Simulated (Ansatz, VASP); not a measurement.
Two plane-wave programs on YMn2

```
Y Mn
1.0
     0.00000    3.84000    3.84000
     3.84000    0.00000    3.84000
     3.84000    3.84000    0.00000
Y Mn
2 4
Cartesian
  0.0000 0.0000 0.0000
  1.9200 1.9200 1.9200
  4.8000 4.8000 4.8000
  4.8000 2.8800 2.8800
  2.8800 2.8800 4.8000
  2.8800 4.8000 2.8800
```

Alike in both runs: task single point; functional PBE; k mesh 10 × 10 × 10; occupations gaussian, width 0.05 eV; no spin polarisation.

|  | VASP | Ansatz |
| --- | --- | --- |
| version | VASP 6.6.1 | Ansatz 0.2.0 |
| potentials or method | VASP PAW PBE potentials, release 64 (Y_sv, Mn_pv), cutoff 520 eV | scalar-relativistic, plane waves, PAW |
| valence electrons in the cell | 74 | 82 |

|  | VASP | Ansatz | Ansatz less VASP |
| --- | --- | --- | --- |
| gap on the k mesh at the Fermi level (eV) | none | none | - |
| pressure (GPa) | -17.8 | -17.8 | -0.03 |

A gap of «none» marks a metal or a gap that the smearing closes. VASP's potentials hold 74 valence electrons a cell and Ansatz's 82, so a difference there can come from the potentials and not from the codes.
